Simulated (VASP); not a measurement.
# Ge (Fd-3m) in VASP: a series of runs

Runs on Ge. Level: PBEsol. Tasks: single point, relaxation of cell and atoms.

Program: VASP 6.6.1. These are calculated values, not measurements. Logs are shortened: lines on timing, memory, paths and dates and some standing lists are left out, and cuts for length are marked.

### 1 The cell of the first run

It takes space group Fd-3m (No. 227, cubic). Conventional cell: a = 5.658 Å, b = 5.658 Å, c = 5.658 Å, α = 90.00°, β = 90.00°, γ = 90.00°. Ge (site symmetry -43m) has 4 Ge at 2.45 Å within 3.2 Å.

### 2 Single point, PBEsol

INCAR

```
  PREC = Accurate
  ENCUT = 520
  EDIFF = 1E-6
  ISMEAR = 0
  SIGMA = 0.1
  LREAL = F
  LASPH = T
  NELM = 80
  ALGO = Normal
  ISIF = 2
  LWAVE = F
  LCHARG = F
  GGA = PS
  NBANDS = 21
```

KPOINTS

```
regular mesh
0
Gamma
  6 6 6
```

POSCAR

```
Ge
1.0
    0.0000000000      2.8290000000      2.8290000000
    2.8290000000      0.0000000000      2.8290000000
    2.8290000000      2.8290000000      0.0000000000
Ge
2
Direct
    0.0000000000      0.0000000000      0.0000000000
    0.2500000000      0.2500000000      0.2500000000
```

Potentials or basis: VASP PAW PBE potentials, release 64 (Ge_d).

Run with:

```console
$ cat potpaw_PBE.64/Ge_d/POTCAR > POTCAR
$ mpirun -np 1 vasp_std > vasp.out
```

OUTCAR:

```text
PREC = Accurate
   ENCUT = 520
   EDIFF = 1E-6
   ISMEAR = 0
   LREAL = F
   LASPH = T
   NELM = 80
   ISIF = 2
   GGA = PS

 ion  position               nearest neighbor table
   1  0.000  0.000  0.000-   2 2.45   2 2.45   2 2.45   2 2.45
   2  0.250  0.250  0.250-   1 2.45   1 2.45   1 2.45   1 2.45

  LATTYP: Found a face centered cubic cell.
 ALAT       =     5.6580000000

  Lattice vectors:

 A1 = (   0.0000000000,   2.8290000000,   2.8290000000)
 A2 = (   2.8290000000,   0.0000000000,   2.8290000000)
 A3 = (   2.8290000000,   2.8290000000,   0.0000000000)

Analysis of symmetry for initial positions (statically):
=====================================================================
 Subroutine PRICEL returns:
 Original cell was already a primitive cell.

 Routine SETGRP: Setting up the symmetry group for a
 face centered cubic supercell.

 Subroutine GETGRP returns: Found 48 space group operations
 (whereof 24 operations were pure point group operations)
 out of a pool of 48 trial point group operations.

The static configuration has the point symmetry T_d .
 The point group associated with its full space group is O_h .

Analysis of symmetry for dynamics (positions and initial velocities):
=====================================================================
 Subroutine PRICEL returns:
 Original cell was already a primitive cell.

 Routine SETGRP: Setting up the symmetry group for a
 face centered cubic supercell.

 Subroutine GETGRP returns: Found 48 space group operations
 (whereof 24 operations were pure point group operations)
 out of a pool of 48 trial point group operations.

The dynamic configuration has the point symmetry T_d .
 The point group associated with its full space group is O_h .

 Subroutine INISYM returns: Found 48 space group operations
 (whereof 24 operations are pure point group operations),
 and found     1 'primitive' translations

----------------------------------------------------------------------------------------

                                     Primitive cell

  volume of cell :      45.2823

  direct lattice vectors                    reciprocal lattice vectors
     0.000000000  2.829000000  2.829000000    -0.176740898  0.176740898  0.176740898
     2.829000000  0.000000000  2.829000000     0.176740898 -0.176740898  0.176740898
     2.829000000  2.829000000  0.000000000     0.176740898  0.176740898 -0.176740898

  length of vectors
     4.000810168  4.000810168  4.000810168     0.306124215  0.306124215  0.306124215

  position of ions in fractional coordinates (direct lattice)
     0.000000000  0.000000000  0.000000000
     0.250000000  0.250000000  0.250000000

  ion indices of the primitive-cell ions
   primitive index   ion index
                 1           1
                 2           2

----------------------------------------------------------------------------------------

 KPOINTS: regular mesh

Automatic generation of k-mesh.
 Grid dimensions read from file:
 generate k-points for:    6    6    6

 Generating k-lattice:

  Cartesian coordinates                     Fractional coordinates (reciprocal lattice)
    -0.029456816  0.029456816  0.029456816     0.166666667  0.000000000  0.000000000
     0.029456816 -0.029456816  0.029456816     0.000000000  0.166666667  0.000000000
     0.029456816  0.029456816 -0.029456816     0.000000000  0.000000000  0.166666667

  Length of vectors
     0.051020702  0.051020702  0.051020702

  Shift w.r.t. Gamma in fractional coordinates (k-lattice)
     0.000000000  0.000000000  0.000000000

 Subroutine IBZKPT returns following result:
 ===========================================

 Found     16 irreducible k-points:

 Following reciprocal coordinates:
            Coordinates               Weight
  0.000000  0.000000  0.000000      1.000000
  0.166667  0.000000  0.000000      8.000000
  0.333333  0.000000  0.000000      8.000000
  0.500000  0.000000  0.000000      4.000000
  0.166667  0.166667  0.000000      6.000000
  0.333333  0.166667  0.000000     24.000000
[... 8 lines left out ...]
 -0.333333  0.333333  0.166667     24.000000
 -0.333333  0.500000  0.166667     12.000000
   k-points           NKPTS =     16   k-points in BZ     NKDIM =     16   number of bands    NBANDS=     21
   number of dos      NEDOS =    301   number of ions     NIONS =      2
   total plane-waves  NPLWV =  27000
   dimension x,y,z NGX =    30 NGY =   30 NGZ =   30
   dimension x,y,z NGXF=    60 NGYF=   60 NGZF=   60
   ions per type =               2
   NGX,Y,Z   is equivalent  to a cutoff of  12.47, 12.47, 12.47 a.u.
   NGXF,Y,Z  is equivalent  to a cutoff of  24.93, 24.93, 24.93 a.u.
 SYSTEM =  unknown system
   PREC   = accura    normal or accurate (medium, high low for compatibility)
   ISTART =      0    job   : 0-new  1-cont  2-samecut
   ICHARG =      2    charge: 1-file 2-atom 10-const
   ISPIN  =      1    spin polarized calculation?
   LNONCOLLINEAR =      F non collinear calculations
   LSORBIT =      F    spin-orbit coupling
   LASPH  =      T    aspherical Exc in radial PAW
   ENCUT  =  520.0 eV  38.22 Ry    6.18 a.u.   7.44  7.44  7.44*2*pi/ulx,y,z
   NELM   =     80;   NELMIN=  2; NELMDL= -5     # of ELM steps
   EDIFF  = 0.1E-05   stopping-criterion for ELM
   LREAL  =      F    real-space projection
[... 7 lines left out ...]
   TEBEG  =    0.0;   TEEND  =   0.0 temperature during run
   PSTRESS=    0.0 pullay stress
   NELECT =      28.0000    total number of electrons
   NUPDOWN=      -1.0000    fix difference up-down
   EMIN   =  10.00;   EMAX   =-10.00  energy-range for DOS
   EFERMI =   0.00;   METHOD = LEGACY
   ISMEAR =     0;   SIGMA  =   0.10  broadening in eV -4-tet -1-fermi 0-gaus
   EFERMI_NEDOS =   21; number of points for ismear=-14 and -15
   IALGO  =     38    algorithm
   IMIX   =      4    mixing-type and parameters
     AMIX     =   0.40;   BMIX     =  1.00
     AMIX_MAG =   1.60;   BMIX_MAG =  1.00
  volume/ion in A,a.u.               =      22.64       152.79
  Fermi-wavevector in a.u.,A,eV,Ry     =   1.394712  2.635624 26.466349  1.945222
  Thomas-Fermi vector in A             =   2.518235
   LORBIT       =      0    0 simple, 1 ext, 2 COOP (PROOUT), +10 PAW based schemes
   GGA     = PS    functional components
   LHFCALC =     F    Hartree Fock is set to
   AEXX    =    0.0000 exact exchange contribution
   IVDW    =     0    specifies the selected vdW correction
   LEPSILON=     F    determine dielectric tensor
   LRPA    =     F    only Hartree local field effects (RPA)
 non-spin polarized calculation
 Gauss-broadening in eV      SIGMA  =   0.10
  energy-cutoff  :      520.00
  volume of cell :       45.28
 maximum number of plane-waves:      1243
 NGX is ok and might be reduce to    30
   NGX = 15   NGY = 15   NGZ = 15

 number of electron      28.0000022 magnetization

 Free energy of the ion-electron system (eV)
  ---------------------------------------------------
  ext. energy  EPLUGINS =         0.00000000
  ---------------------------------------------------
  free energy    TOTEN  =        -9.82749979 eV

  energy without entropy =       -9.82610112  energy(sigma->0) =       -9.82680046

 E-fermi :   4.8974     XC(G=0): -10.1224

 val. band max:        4.8704938676   @ k =   0.0000   0.0000   0.0000
 cond. band min:       4.9907979977   @ k =   0.5000   0.0000   0.0000
 fundamental gap:      0.1203041301
 Fermi energy:         4.8973644122

 k-point     1 :       0.0000    0.0000    0.0000
  band No.  band energies     occupation
      1     -19.8885      2.00000
      2     -19.8885      2.00000
      3     -19.8885      2.00000
      4     -19.8521      2.00000
      5     -19.8521      2.00000
      6     -19.6399      2.00000
[... 13 lines left out ...]
     20      14.3452      0.00000
     21      14.3452      0.00000

 k-point     2 :       0.1667    0.0000    0.0000
  band No.  band energies     occupation
      1     -19.9005      2.00000
      2     -19.9005      2.00000
      3     -19.8842      2.00000
      4     -19.8346      2.00000
      5     -19.8346      2.00000
      6     -19.6570      2.00000
[... 13 lines left out ...]
     20      13.1691      0.00000
     21      13.1691      0.00000

 k-point     3 :       0.3333    0.0000    0.0000
  band No.  band energies     occupation
      1     -19.9107      2.00000
      2     -19.9107      2.00000
      3     -19.8753      2.00000
      4     -19.8154      2.00000
      5     -19.8154      2.00000
      6     -19.6714      2.00000
[... 13 lines left out ...]
     20      13.7940      0.00000
     21      13.7940      0.00000

 k-point     4 :       0.5000    0.0000    0.0000
  band No.  band energies     occupation
      1     -19.9131      2.00000
      2     -19.9131      2.00000
      3     -19.8708      2.00000
      4     -19.8099      2.00000
      5     -19.8099      2.00000
      6     -19.6746      2.00000
[... 13 lines left out ...]
     20      15.8917      0.00000
     21      16.0310      0.00000

 k-point     5 :       0.1667    0.1667    0.0000
  band No.  band energies     occupation
      1     -19.8981      2.00000
      2     -19.8981      2.00000
      3     -19.8976      2.00000
      4     -19.8363      2.00000
      5     -19.8144      2.00000
      6     -19.6911      2.00000
[... 13 lines left out ...]
     20      13.1082      0.00000
     21      14.8173      0.00000
[... 190 lines left out ...]
     20      16.3814      0.00000
     21      17.6568      0.00000

 k-point    14 :       0.5000    0.3333    0.1667
  band No.  band energies     occupation
      1     -19.9281      2.00000
      2     -19.9250      2.00000
      3     -19.8492      2.00000
      4     -19.7948      2.00000
      5     -19.7603      2.00000
      6     -19.7441      2.00000
[... 13 lines left out ...]
     20      14.7257      0.00000
     21      17.1777      0.00000

 k-point    15 :      -0.3333    0.3333    0.1667
  band No.  band energies     occupation
      1     -19.9382      2.00000
      2     -19.9279      2.00000
      3     -19.8270      2.00000
      4     -19.7766      2.00000
      5     -19.7539      2.00000
      6     -19.7458      2.00000
[... 13 lines left out ...]
     20      16.5974      0.00000
     21      16.7539      0.00000

 k-point    16 :      -0.3333    0.5000    0.1667
  band No.  band energies     occupation
      1     -19.9336      2.00000
      2     -19.9336      2.00000
      3     -19.8066      2.00000
      4     -19.8066      2.00000
      5     -19.7402      2.00000
      6     -19.7402      2.00000
[... 13 lines left out ...]
     20      15.8604      0.00000
     21      17.7589      0.00000

------------------------ aborting loop because EDIFF is reached ----------------------------------------

  FORCE on cell =-STRESS in cart. coord.  units (eV):
  Direction    XX          YY          ZZ          XY          YZ          ZX
  --------------------------------------------------------------------------------------
  -------------------------------------------------------------------------------------
  Total        0.0863104      0.0863104      0.0863104     -0.0000000     -0.0000000      0.0000000
  in kB        3.0538285      3.0538285      3.0538285     -0.0000000     -0.0000000      0.0000000
  external PRESSURE =       3.0538285 kB  Pullay stress =       0.0000000 kB

 VOLUME and BASIS-vectors are now :
 -----------------------------------------------------------------------------
  energy-cutoff  :      520.00
  volume of cell :       45.28
      direct lattice vectors                 reciprocal lattice vectors
     0.000000000  2.829000000  2.829000000    -0.176740898  0.176740898  0.176740898
     2.829000000  0.000000000  2.829000000     0.176740898 -0.176740898  0.176740898
     2.829000000  2.829000000  0.000000000     0.176740898  0.176740898 -0.176740898

 POSITION                                       TOTAL-FORCE (eV/Angst)
 -----------------------------------------------------------------------------------
      0.00000      0.00000      0.00000        -0.000000     -0.000000     -0.000000
      1.41450      1.41450      1.41450         0.000000      0.000000      0.000000
 -----------------------------------------------------------------------------------
    total drift:                                0.000000      0.000000      0.000000

  FREE ENERGIE OF THE ION-ELECTRON SYSTEM (eV)
  ---------------------------------------------------
  free  energy   TOTEN  =        -9.8274997895 eV

  energy  without entropy=       -9.8261011232  energy(sigma->0) =       -9.82680046
```

It took 10 s on 1 thread of Intel Xeon Platinum 8559C (Emerald Rapids), shared host; peak memory 0.16 GiB.

Results:

```yaml
Free_energy: -9.8275 eV
Pressure: 0.3 GPa
Band_gap_on_the_k_mesh: zero (filled and empty bands touch)
```

Levels at points of the mesh, in eV from the Fermi level:
```
           k point  band 10  band 11  band 12  band 13  band 14  band 15  band 16  band 17  band 18  band 19
(0.00, 0.00, 0.00)   -24.52   -12.82    -0.03    -0.03    -0.03    -0.03     2.50     2.50     2.50     6.19
(0.50, 0.00, 0.00)   -24.50   -10.73    -7.65    -1.44    -1.44     0.09     3.68     3.68     6.93    10.40
(0.50, 0.50, 0.00)   -24.48    -8.93    -8.93    -3.12    -3.12     0.63     0.63     9.46     9.46    11.48
```

Caveat: semilocal functionals underestimate gaps, and a narrow one can read as zero; the PAW data sets were made with another functional, which shifts forces and pressure a little.

### 3 Single point, PBEsol

This run uses another cell than the first one, of 22.85 Å³/atom.

INCAR

```
SYSTEM = Ge
PREC = Accurate
ENCUT = 520
EDIFF = 1E-6
ISMEAR = 0
SIGMA = 0.1
LREAL = .FALSE.
LASPH = .TRUE.
NELM = 100
ALGO = Normal
ISIF = 2
LWAVE = .FALSE.
LCHARG = .FALSE.
GGA = PS
NBANDS = 21
```

KPOINTS

```
Automatic mesh
0
G
  12 12 12
  0 0 0
```

POSCAR

```
Ge
1.0
    0.0000000000      2.8378454382      2.8378454382
    2.8378454382      0.0000000000      2.8378454382
    2.8378454382      2.8378454382      0.0000000000
Ge
2
Direct
    0.0000000000      0.0000000000      0.0000000000
    0.2500000000      0.2500000000      0.2500000000
```

Potentials or basis: VASP PAW PBE potentials, release 64 (Ge_d).

Run with:

```console
$ cat potpaw_PBE.64/Ge_d/POTCAR > POTCAR
$ mpirun -np 1 vasp_std > vasp.out
```

Run time: 31 s. Hardware: 1 thread of Intel Xeon Platinum 8559C (Emerald Rapids), shared host; peak memory 0.19 GiB.

It converged, with:

```yaml
Free_energy: -9.8738 eV
Pressure: -0.4 GPa
Band_gap_on_the_k_mesh: zero (filled and empty bands touch)
```

Levels at points of the mesh, in eV from the Fermi level:
| k point | band 10 | band 11 | band 12 | band 13 | band 14 | band 15 | band 16 | band 17 | band 18 | band 19 |
| --- | --- | --- | --- | --- | --- | --- | --- | --- | --- | --- |
| (0.00, 0.00, 0.00) | -24.50 | -12.73 | -0.10 | -0.01 | -0.01 | -0.01 | 2.52 | 2.52 | 2.52 | 6.19 |
| (0.50, 0.00, 0.00) | -24.48 | -10.66 | -7.59 | -1.40 | -1.40 | 0.09 | 3.70 | 3.70 | 6.95 | 10.36 |
| (0.50, 0.50, 0.00) | -24.46 | -8.87 | -8.87 | -3.06 | -3.06 | 0.67 | 0.67 | 9.40 | 9.40 | 11.41 |

Caveat: semilocal functionals underestimate gaps, and a narrow one can read as zero; the PAW data sets were made with another functional, which shifts forces and pressure a little.

### 4 Single point, PBEsol

This run uses another cell than the first one, of 22.85 Å³/atom.

INCAR

```
PREC = Accurate ; ENCUT = 520
EDIFF = 1E-6 ; ISMEAR = 0
SIGMA = 0.01 ; LREAL = F
LASPH = T ; NELM = 100
ALGO = Normal ; ISIF = 2
LWAVE = F ; LCHARG = F
GGA = PS ; NBANDS = 21
```

KPOINTS

```
Automatic mesh
0
Gamma
  12 12 12
```

POSCAR is that of step 3.

Run with:

```console
$ cat potpaw_PBE.64/Ge_d/POTCAR > POTCAR
$ mpirun -np 1 vasp_std > vasp.out
```

Run time: 34 s. Hardware: 1 thread of Intel Xeon Platinum 8559C (Emerald Rapids), shared host; peak memory 0.19 GiB.

The run converged. Its results:

```
Free energy            : -9.8737 eV
Pressure               : -0.4 GPa
Band gap on the k mesh : zero (filled and empty bands touch)
```

Levels at points of the mesh, in eV from the Fermi level:
```csv
k point,band 11,band 12,band 13,band 14,band 15,band 16,band 17,band 18
"(0.00, 0.00, 0.00)",-12.73,-0.10,0.00,0.00,0.00,2.53,2.53,2.53
"(0.50, 0.00, 0.00)",-10.65,-7.59,-1.40,-1.40,0.09,3.70,3.70,6.96
"(0.50, 0.50, 0.00)",-8.87,-8.87,-3.06,-3.06,0.67,0.67,9.41,9.41
```

Caveat: semilocal functionals underestimate gaps, and a narrow one can read as zero; the PAW data sets were made with another functional, which shifts forces and pressure a little.

### 5 Relaxation of cell and atoms, PBEsol

INCAR

```
PREC = Accurate
ENCUT = 600
EDIFF = 1E-6
ISMEAR = 0
SIGMA = 0.1
LREAL = False
LASPH = True
NELM = 60
ALGO = Normal
ISIF = 3
LWAVE = False
LCHARG = False
GGA = PS
IBRION = 2
NSW = 100
EDIFFG = -0.002
```

KPOINTS

```
regular mesh
0
Gamma
  12 12 12
```

POSCAR

```
Ge
1.0
    0.0000000000      2.8290000000      2.8290000000
    2.8290000000      0.0000000000      2.8290000000
    2.8290000000      2.8290000000      0.0000000000
Ge
2
Direct
    0.0000000000      0.0000000000      0.0000000000
    0.2500000000      0.2500000000      0.2500000000
```

Run with:

```console
$ cat potpaw_PBE.64/Ge_d/POTCAR > POTCAR
$ mpirun -np 1 vasp_std > vasp.out
```

It took 2.6 min on 1 thread of Intel Xeon Platinum 8559C (Emerald Rapids), shared host; peak memory 0.21 GiB.

Results (log left out):

| Item | Value |
| --- | --- |
| Free energy | -9.8739 eV |
| Relaxed volume | 22.82 Å³/atom |
| Relaxed cell | a = 4.012 Å, b = 4.012 Å, c = 4.012 Å, α = 60.00°, β = 60.00°, γ = 60.00° |
| Space group after relaxing (to 0.1 Å) | Fd-3m (No. 227) |
| Energy gained by relaxing | 0.4 meV/atom |
| Ionic steps | 12 |
| Pressure after relaxing | 0.0 GPa |
| Band gap on the k mesh | zero (filled and empty bands touch) |

Step by step:
```csv
step,energy change (eV),largest force (eV/Å),pressure (GPa),volume (Å³)
1,0.0000,0.0000,0.58,45.28
2,-0.0006,0.0000,-0.09,45.82
3,-0.0007,0.0000,-0.03,45.70
4,-0.0007,0.0000,-0.13,45.68
5,-0.0006,0.0000,0.30,45.48
6,-0.0007,0.0000,0.08,45.62
7,-0.0007,0.0000,0.04,45.64
8,-0.0007,0.0000,0.02,45.67
9,-0.0007,0.0000,-0.02,45.67
10,-0.0007,0.0000,-0.05,45.66
11,-0.0007,0.0000,0.16,45.62
12,-0.0007,0.0000,0.00,45.65
```

Final structure:
```
Ge
1.0
     0.00000    2.83663    2.83663
     2.83663    0.00000    2.83663
     2.83663    2.83663    0.00000
Ge
2
Direct
  0.00000 0.00000 0.00000
  0.25000 0.25000 0.25000
```

Levels at points of the mesh, in eV from the Fermi level:
```csv
k point,band 12,band 13,band 14,band 15,band 16,band 17
"(0.00, 0.00, 0.00)",-0.09,-0.01,-0.01,-0.01,2.52,2.52
"(0.50, 0.00, 0.00)",-7.60,-1.41,-1.41,0.09,3.70,3.70
"(0.50, 0.50, 0.00)",-8.88,-3.07,-3.07,0.67,0.67,9.41
```

Caveat: semilocal functionals underestimate gaps, and a narrow one can read as zero; the PAW data sets were made with another functional, which shifts forces and pressure a little.

### 6 Overview

```csv
task,cell,k mesh,cutoff (eV),smearing,gap on the mesh (eV),pressure (GPa)
single point,"a = 4.001 Å, angles 60.0°, 2 atoms",6 × 6 × 6,520,gaussian 0.1 eV,none,0.3
single point,"a = 4.013 Å, angles 60.0°, 2 atoms",12 × 12 × 12,520,gaussian 0.1 eV,none,-0.4
single point,"a = 4.013 Å, angles 60.0°, 2 atoms",12 × 12 × 12,520,gaussian 0.01 eV,none,-0.4
relaxation of cell and atoms,"relaxed from a = 4.001 Å, angles 60.0°, 2 atoms",12 × 12 × 12,600,gaussian 0.1 eV,none,0.0
```

Alike in all rows: level PBEsol; potentials or basis VASP PAW PBE potentials, release 64 (Ge_d); no spin polarisation.

Caveats: semilocal functionals underestimate gaps, and a narrow one can read as zero; the PAW data sets were made with another functional, which shifts forces and pressure a little.

Absolute energies hang on the potentials; compare differences alone.

The gap in the log of VASP goes by the Fermi energy; the results here count the filled bands.